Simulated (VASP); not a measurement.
# NaCl in VASP: a series of runs

NaCl is run at these levels: PBE; tasks: single point.

Everything below comes from runs of VASP 6.6.1. Logs are shortened: lines on timing, memory, paths and dates and some standing lists are left out, and cuts for length are marked.

**1. The cell of the first run**

It takes space group I4/mmm (No. 139, tetragonal). Conventional cell: a = 4.003 Å, b = 4.003 Å, c = 5.587 Å, α = 90.00°, β = 90.00°, γ = 90.00°. Within 3.7 Å of Na (site symmetry 4/mmm) lie 6 Cl at 2.79 to 2.83 Å. Cl (site symmetry 4/mmm) has 6 Na at 2.79 to 2.83 Å within 3.7 Å.

**2. Single point, PBE (epitaxial xy strain +1.0%)**

Contents of INCAR:

```
PREC     = Accurate       # precision mode
ENCUT    = 520            # plane-wave cutoff, eV
EDIFF    = 1E-6           # SCF threshold, eV
ISMEAR   = 0              # smearing method
SIGMA    = 0.01           # smearing width, eV
LREAL    = False          # projectors in reciprocal space
LASPH    = True           # aspherical terms in the spheres
NELM     = 60             # most SCF steps
ALGO     = Normal         # electronic algorithm
ISIF     = 2              # what is computed and relaxed
LWAVE    = False          # write WAVECAR
LCHARG   = False          # write CHGCAR
GGA      = PE             # functional
NBANDS   = 14             # bands
```

Contents of KPOINTS:

```
regular mesh
0
Gamma
  4 4 4
```

Contents of POSCAR:

```
NaCl
1.0
    0.0000000000      2.8307258186      2.7936053146
    2.8307258186      0.0000000000      2.7936053146
    2.8307258186      2.8307258186      0.0000000000
Na Cl
1 1
Direct
    0.0000000000      0.0000000000      0.0000000000
    0.5000000000      0.5000000000      0.5000000000
```

Potentials or basis: VASP PAW PBE potentials, release 64 (Na_pv, Cl).

Command:

```bash
cat potpaw_PBE.64/Na_pv/POTCAR potpaw_PBE.64/Cl/POTCAR > POTCAR
mpirun -np 1 vasp_std > vasp.out
```

OUTCAR:

```text
PREC = Accurate
   ENCUT = 520
   EDIFF = 1E-6
   ISMEAR = 0
   LREAL = False
   LASPH = True
   NELM = 60
   ISIF = 2
   GGA = PE

 ion  position               nearest neighbor table
   1  0.000  0.000  0.000-
   2  0.500  0.500  0.500-

  LATTYP: Found a body centered tetragonal cell.
 ALAT       =     4.0032508440
 C/A-ratio  =     1.3956683822

  Lattice vectors:

 A1 = (   0.0000000000,  -2.8307258186,  -2.7936053146)
 A2 = (   0.0000000000,   2.8307258186,  -2.7936053146)
 A3 = (   2.8307258186,   0.0000000000,   2.7936053146)

Analysis of symmetry for initial positions (statically):
=====================================================================
 Subroutine PRICEL returns:
 Original cell was already a primitive cell.

 Routine SETGRP: Setting up the symmetry group for a
 body centered tetragonal supercell.

 Subroutine GETGRP returns: Found 16 space group operations
 (whereof 16 operations were pure point group operations)
 out of a pool of 16 trial point group operations.

The static configuration has the point symmetry D_4h.

Analysis of symmetry for dynamics (positions and initial velocities):
=====================================================================
 Subroutine PRICEL returns:
 Original cell was already a primitive cell.

 Routine SETGRP: Setting up the symmetry group for a
 body centered tetragonal supercell.

 Subroutine GETGRP returns: Found 16 space group operations
 (whereof 16 operations were pure point group operations)
 out of a pool of 16 trial point group operations.

The dynamic configuration has the point symmetry D_4h.

 Subroutine INISYM returns: Found 16 space group operations
 (whereof 16 operations are pure point group operations),
 and found     1 'primitive' translations

----------------------------------------------------------------------------------------

                                     Primitive cell

  volume of cell :      44.7704

  direct lattice vectors                    reciprocal lattice vectors
     0.000000000  2.830725819  2.793605315    -0.176633144  0.176633144  0.178980186
     2.830725819  0.000000000  2.793605315     0.176633144 -0.176633144  0.178980186
     2.830725819  2.830725819  0.000000000     0.176633144  0.176633144 -0.178980186

  length of vectors
     3.977089302  3.977089302  4.003250844     0.307298620  0.307298620  0.307298620

  position of ions in fractional coordinates (direct lattice)
     0.000000000  0.000000000  0.000000000
     0.500000000  0.500000000  0.500000000

  ion indices of the primitive-cell ions
   primitive index   ion index
                 1           1
                 2           2

----------------------------------------------------------------------------------------

 KPOINTS: regular mesh

Automatic generation of k-mesh.
 Grid dimensions read from file:
 generate k-points for:    4    4    4

 Generating k-lattice:

  Cartesian coordinates                     Fractional coordinates (reciprocal lattice)
    -0.044158286  0.044158286  0.044745047     0.250000000  0.000000000  0.000000000
     0.044158286 -0.044158286  0.044745047     0.000000000  0.250000000  0.000000000
     0.044158286  0.044158286 -0.044745047    -0.000000000 -0.000000000  0.250000000

  Length of vectors
     0.076824655  0.076824655  0.076824655

  Shift w.r.t. Gamma in fractional coordinates (k-lattice)
     0.000000000  0.000000000  0.000000000

 Subroutine IBZKPT returns following result:
 ===========================================

 Found     13 irreducible k-points:

 Following reciprocal coordinates:
            Coordinates               Weight
  0.000000  0.000000  0.000000      1.000000
  0.250000  0.000000  0.000000      8.000000
  0.500000  0.000000  0.000000      4.000000
  0.250000  0.250000  0.000000      2.000000
  0.500000  0.250000  0.000000      8.000000
 -0.250000  0.250000  0.000000      4.000000
  0.500000  0.500000  0.000000      1.000000
  0.250000  0.000000  0.250000      4.000000
  0.500000  0.000000  0.250000     16.000000
 -0.250000 -0.000000  0.250000      8.000000
 -0.250000  0.500000  0.250000      4.000000
  0.500000  0.000000  0.500000      2.000000
 -0.250000  0.250000  0.500000      2.000000
   k-points           NKPTS =     13   k-points in BZ     NKDIM =     13   number of bands    NBANDS=     14
   number of dos      NEDOS =    301   number of ions     NIONS =      2
   total plane-waves  NPLWV =  27000
   dimension x,y,z NGX =    30 NGY =   30 NGZ =   30
   dimension x,y,z NGXF=    60 NGYF=   60 NGZF=   60
   ions per type =               1   1
   NGX,Y,Z   is equivalent  to a cutoff of  12.54, 12.54, 12.46 a.u.
   NGXF,Y,Z  is equivalent  to a cutoff of  25.08, 25.08, 24.92 a.u.
 SYSTEM =  unknown system
   PREC   = accura    normal or accurate (medium, high low for compatibility)
   ISTART =      0    job   : 0-new  1-cont  2-samecut
   ICHARG =      2    charge: 1-file 2-atom 10-const
[... 72 lines left out ...]
      9      10.3702      0.00000
     10      10.3702      0.00000
     11      10.4691      0.00000
     12      12.4844      0.00000
     13      12.6453      0.00000
     14      14.1762      0.00000

 k-point     2 :       0.2500    0.0000    0.0000
  band No.  band energies     occupation
      1     -21.5518      2.00000
      2     -21.5388      2.00000
      3     -21.5372      2.00000
      4     -13.2172      2.00000
      5      -1.8182      2.00000
      6      -0.8578      2.00000
      7      -0.8529      2.00000
      8       5.8671      0.00000
      9       9.2989      0.00000
     10      10.6229      0.00000
     11      10.7428      0.00000
     12      12.4951      0.00000
     13      12.5460      0.00000
     14      14.9130      0.00000

 k-point     3 :       0.5000    0.0000    0.0000
  band No.  band energies     occupation
      1     -21.5664      2.00000
      2     -21.5401      2.00000
      3     -21.5382      2.00000
      4     -13.0428      2.00000
      5      -2.6482      2.00000
      6      -0.9914      2.00000
      7      -0.9758      2.00000
      8       6.5564      0.00000
      9       9.9191      0.00000
     10      10.1907      0.00000
     11      10.3259      0.00000
     12      14.2783      0.00000
     13      15.4089      0.00000
     14      15.4998      0.00000

 k-point     4 :       0.2500    0.2500    0.0000
  band No.  band energies     occupation
      1     -21.5485      2.00000
      2     -21.5419      2.00000
      3     -21.5419      2.00000
      4     -13.1718      2.00000
      5      -1.7954      2.00000
      6      -1.0447      2.00000
      7      -1.0447      2.00000
      8       6.3790      0.00000
      9       8.3997      0.00000
     10      10.2201      0.00000
     11      11.7013      0.00000
     12      11.7013      0.00000
     13      13.3277      0.00000
     14      17.9599      0.00000

 k-point     5 :       0.5000    0.2500    0.0000
  band No.  band energies     occupation
      1     -21.5583      2.00000
      2     -21.5451      2.00000
      3     -21.5431      2.00000
      4     -13.0160      2.00000
      5      -2.2976      2.00000
      6      -1.4793      2.00000
      7      -1.1696      2.00000
      8       7.4470      0.00000
      9       8.5360      0.00000
     10       9.4927      0.00000
     11      11.4621      0.00000
[... 89 lines left out ...]
 k-point    11 :      -0.2500    0.5000    0.2500
  band No.  band energies     occupation
      1     -21.5519      2.00000
      2     -21.5500      2.00000
      3     -21.5476      2.00000
      4     -12.9773      2.00000
      5      -1.9160      2.00000
      6      -1.9085      2.00000
      7      -1.4626      2.00000
      8       8.1010      0.00000
      9       8.9442      0.00000
     10       9.0282      0.00000
     11      10.6139      0.00000
     12      14.9443      0.00000
     13      15.0395      0.00000
     14      15.6339      0.00000

 k-point    12 :       0.5000    0.0000    0.5000
  band No.  band energies     occupation
      1     -21.5577      2.00000
      2     -21.5452      2.00000
      3     -21.5440      2.00000
      4     -12.9992      2.00000
      5      -2.3844      2.00000
      6      -1.3276      2.00000
      7      -1.2866      2.00000
      8       6.8223      0.00000
      9       7.3752      0.00000
     10      10.5705      0.00000
     11      14.0134      0.00000
     12      14.1945      0.00000
     13      14.5583      0.00000
     14      16.2457      0.00000

 k-point    13 :      -0.2500    0.2500    0.5000
  band No.  band energies     occupation
      1     -21.5514      2.00000
      2     -21.5514      2.00000
      3     -21.5464      2.00000
      4     -12.9800      2.00000
      5      -1.8967      2.00000
      6      -1.8967      2.00000
      7      -1.4965      2.00000
      8       8.1424      0.00000
      9       8.9944      0.00000
     10       8.9944      0.00000
     11      10.7166      0.00000
     12      15.0324      0.00000
     13      15.0324      0.00000
     14      15.4660      0.00000

------------------------ aborting loop because EDIFF is reached ----------------------------------------

  FORCE on cell =-STRESS in cart. coord.  units (eV):
  Direction    XX          YY          ZZ          XY          YZ          ZX
  --------------------------------------------------------------------------------------
  -------------------------------------------------------------------------------------
  Total        0.1710283      0.1710283      0.3324240      0.0000000      0.0000000     -0.0000000
  in kB        6.1205126      6.1205126     11.8963103      0.0000000      0.0000000     -0.0000000
  external PRESSURE =       8.0457785 kB  Pullay stress =       0.0000000 kB

 VOLUME and BASIS-vectors are now :
 -----------------------------------------------------------------------------
  energy-cutoff  :      520.00
  volume of cell :       44.77
      direct lattice vectors                 reciprocal lattice vectors
     0.000000000  2.830725819  2.793605315    -0.176633144  0.176633144  0.178980186
     2.830725819  0.000000000  2.793605315     0.176633144 -0.176633144  0.178980186
     2.830725819  2.830725819  0.000000000     0.176633144  0.176633144 -0.178980186

 POSITION                                       TOTAL-FORCE (eV/Angst)
 -----------------------------------------------------------------------------------
      0.00000      0.00000      0.00000        -0.000000      0.000000      0.000000
      2.83073      2.83073      2.79361         0.000000     -0.000000     -0.000000
 -----------------------------------------------------------------------------------
    total drift:                               -0.000000      0.000000      0.000000

  FREE ENERGIE OF THE ION-ELECTRON SYSTEM (eV)
  ---------------------------------------------------
  free  energy   TOTEN  =        -6.7718728490 eV

  energy  without entropy=       -6.7718728490  energy(sigma->0) =       -6.77187285
```

Run time: 6.8 s. Hardware: 1 thread of Intel Xeon 6975P-C (Granite Rapids), shared host; peak memory 0.15 GiB.

Results:

```yaml
Free_energy: -6.7719 eV
Pressure: 0.8 GPa
Band_gap_on_the_k_mesh: 5.11 eV, direct
```

Levels at points of the mesh, in eV from the valence-band top:
```tsv
k point	band 5	band 6	band 7	band 8	band 9	band 10
(0.00, 0.00, 0.00)	-0.01	0.00	0.00	5.11	11.09	11.09
(0.50, 0.00, 0.00)	-1.93	-0.28	-0.26	7.27	10.63	10.91
(0.50, 0.50, 0.00)	-1.66	-0.62	-0.62	7.53	8.04	11.41
(0.50, 0.00, 0.50)	-1.67	-0.61	-0.57	7.54	8.09	11.29
```

Caveat: the k points lie up to 0.48 Å⁻¹ apart; the cell differs from its parent crystal (epitaxial xy strain +1.0%).

**3. Single point, PBE (uniaxial x strain +2.0%)**

Contents of INCAR:

```
SYSTEM = NaCl
ALGO     = Normal         ! electronic algorithm
EDIFF    = 1E-7           ! SCF threshold, eV
ENCUT    = 520            ! plane-wave cutoff, eV
GGA      = PE             ! functional
ISIF     = 2              ! what is computed and relaxed
ISMEAR   = 0              ! smearing method
LASPH    = .TRUE.         ! aspherical terms in the spheres
LCHARG   = .FALSE.        ! write CHGCAR
LREAL    = .FALSE.        ! projectors in reciprocal space
LWAVE    = .FALSE.        ! write WAVECAR
NBANDS   = 14             ! bands
NELM     = 60             ! most SCF steps
PREC     = Accurate       ! precision mode
SIGMA    = 0.01           ! smearing width, eV
```

Contents of KPOINTS:

```
k-points
0
G
  4 4 4
  0 0 0
```

Contents of POSCAR:

```
NaCl
1.0
    0.0000000000      2.8026988303      2.8026988303
    2.8587528070      0.0000000000      2.8026988303
    2.8587528070      2.8026988303      0.0000000000
Na Cl
1 1
Direct
    0.0000000000      0.0000000000      0.0000000000
    0.5000000000      0.5000000000      0.5000000000
```

Potentials or basis: VASP PAW PBE potentials, release 64 (Na_pv, Cl).

Command:

```bash
cat potpaw_PBE.64/Na_pv/POTCAR potpaw_PBE.64/Cl/POTCAR > POTCAR
mpirun -np 1 vasp_std > vasp.out
```

Run time: 7.7 s. Hardware: 1 thread of Intel Xeon 6975P-C (Granite Rapids), shared host; peak memory 0.15 GiB.

The run converged. Its results:

```
Free energy            : -6.7718 eV
Pressure               : 0.7 GPa
Band gap on the k mesh : 5.09 eV, direct
```

Stress tensor (GPa, compression positive):
```
0.19 0.00 0.00
0.00 1.00 0.00
0.00 0.00 1.00
```

Levels at points of the mesh, in eV from the valence-band top:
```tsv
k point	band 5	band 6	band 7	band 8	band 9	band 10
(0.00, 0.00, 0.00)	-0.01	-0.01	0.00	5.09	11.01	11.16
(0.50, 0.00, 0.00)	-1.93	-0.28	-0.26	7.26	10.60	10.86
(0.50, 0.50, 0.00)	-1.66	-0.65	-0.59	7.52	8.05	11.36
(0.00, 0.50, 0.50)	-1.67	-0.58	-0.58	7.53	8.12	11.17
```

Caveat: the k points lie up to 0.48 Å⁻¹ apart; the cell differs from its parent crystal (uniaxial x strain +2.0%).

**4. Single point, PBE (epitaxial 111 strain +2.0%)**

Contents of INCAR:

```
SYSTEM = NaCl
PREC = Accurate ; ENCUT = 520
EDIFF = 1E-6 ; ISMEAR = 0
SIGMA = 0.01 ; LREAL = .False.
LASPH = .True. ; NELM = 60
ALGO = Normal ; ISIF = 2
LWAVE = .False. ; LCHARG = .False.
GGA = PE ; NBANDS = 14
```

Contents of KPOINTS:

```
Automatic mesh
0
Gamma
  4 4 4
  0 0 0
```

Contents of POSCAR:

```
NaCl
1.0
   -0.0660880332      2.7926647738      2.7926647738
    2.7926647738     -0.0660880332      2.7926647738
    2.7926647738      2.7926647738     -0.0660880332
Na Cl
1 1
Direct
    0.0000000000      0.0000000000      0.0000000000
    0.5000000000      0.5000000000      0.5000000000
```

Command:

```bash
cat potpaw_PBE.64/Na_pv/POTCAR potpaw_PBE.64/Cl/POTCAR > POTCAR
mpirun -np 1 vasp_std > vasp.out
```

Wall time 5.7 s (1 thread of Intel Xeon 6975P-C (Granite Rapids), shared host); peak memory 0.15 GiB.

It converged, with:

```
Free energy            : -6.7713 eV
Pressure               : 0.6 GPa
Band gap on the k mesh : 4.99 eV, direct
```

Stress tensor (GPa, compression positive):
```
0.59 0.28 0.28
0.28 0.59 0.28
0.28 0.28 0.59
```

Levels at points of the mesh, in eV from the valence-band top:
```csv
k point,band 4,band 5,band 6,band 7,band 8,band 9,band 10,band 11
"(0.00, 0.00, 0.00)",-12.73,-0.12,-0.12,0.00,4.99,10.87,10.87,11.37
"(0.50, 0.00, 0.00)",-12.41,-2.00,-0.36,-0.28,7.20,10.40,10.80,11.10
"(0.50, 0.50, 0.00)",-12.35,-1.73,-0.74,-0.61,7.41,8.02,11.18,14.50
"(0.50, 0.50, 0.50)",-12.37,-1.96,-0.42,-0.42,7.10,10.68,10.68,10.74
```

Caveat: the k points lie up to 0.48 Å⁻¹ apart; the cell differs from its parent crystal (epitaxial 111 strain +2.0%).

**5. Single point, PBE (strain -2.0%)**

Contents of INCAR:

```
PREC     = Accurate       # precision mode
ENCUT    = 520            # plane-wave cutoff, eV
EDIFF    = 1E-6           # SCF threshold, eV
ISMEAR   = -1             # smearing method
SIGMA    = 0.02           # smearing width, eV
LREAL    = False          # projectors in reciprocal space
LASPH    = True           # aspherical terms in the spheres
NELM     = 60             # most SCF steps
ALGO     = Normal         # electronic algorithm
ISIF     = 2              # what is computed and relaxed
LWAVE    = False          # write WAVECAR
LCHARG   = True           # write CHGCAR
GGA      = PE             # functional
LELF     = True           # ELF
LVHAR    = True         
NBANDS   = 14             # bands
```

Contents of KPOINTS:

```
regular mesh
0
Gamma
  8 8 8
```

Contents of POSCAR:

```
NaCl
1.0
    0.0000000000      2.7466448537      2.7466448537
    2.7466448537      0.0000000000      2.7466448537
    2.7466448537      2.7466448537      0.0000000000
Na Cl
1 1
Direct
    0.0000000000      0.0000000000      0.0000000000
    0.5000000000      0.5000000000      0.5000000000
```

Command:

```bash
cat potpaw_PBE.64/Na_pv/POTCAR potpaw_PBE.64/Cl/POTCAR > POTCAR
mpirun -np 1 vasp_std > vasp.out
```

Run time: 14 s. Hardware: 1 thread of Intel Xeon 6975P-C (Granite Rapids), shared host; peak memory 0.16 GiB.

It converged, with:

* Free energy: -6.7329 eV
* Pressure: 3.3 GPa
* Band gap on the k mesh: 5.43 eV, direct

Levels at points of the mesh, in eV from the valence-band top:
| k point | band 4 | band 5 | band 6 | band 7 | band 8 | band 9 | band 10 | band 11 |
| --- | --- | --- | --- | --- | --- | --- | --- | --- |
| (0.00, 0.00, 0.00) | -12.85 | 0.00 | 0.00 | 0.00 | 5.43 | 11.19 | 11.19 | 11.19 |
| (0.50, 0.00, 0.00) | -12.42 | -2.17 | -0.31 | -0.31 | 7.41 | 11.16 | 11.16 | 11.29 |
| (0.50, 0.50, 0.00) | -12.37 | -1.88 | -0.68 | -0.68 | 7.77 | 8.00 | 11.90 | 15.50 |

Caveat: the cell differs from its parent crystal (strain -2.0%).

**6. Overview**

| cell | k mesh | smearing | gap on the mesh (eV) | pressure (GPa) |
| --- | --- | --- | --- | --- |
| a = 3.977, b = 3.977, c = 4.003 Å, angles 59.8, 59.8, 60.4°, 2 atoms | 4 × 4 × 4 | gaussian 0.01 eV | 5.11 | 0.8 |
| a = 3.964, b = 4.003, c = 4.003 Å, angles 59.3, 60.3, 60.3°, 2 atoms | 4 × 4 × 4 | gaussian 0.01 eV | 5.09 | 0.7 |
| a = 3.950 Å, angles 61.6°, 2 atoms | 4 × 4 × 4 | gaussian 0.01 eV | 4.99 | 0.6 |
| a = 3.884 Å, angles 60.0°, 2 atoms | 8 × 8 × 8 | fermi-dirac 0.02 eV | 5.43 | 3.3 |

Alike in all rows: task single point; level PBE; potentials or basis VASP PAW PBE potentials, release 64 (Na_pv, Cl); no spin polarisation; cutoff (eV) 520.

Caveats: some runs use coarse meshes.

Total energies depend on the potentials used, so only differences within one code and one set of settings carry meaning.
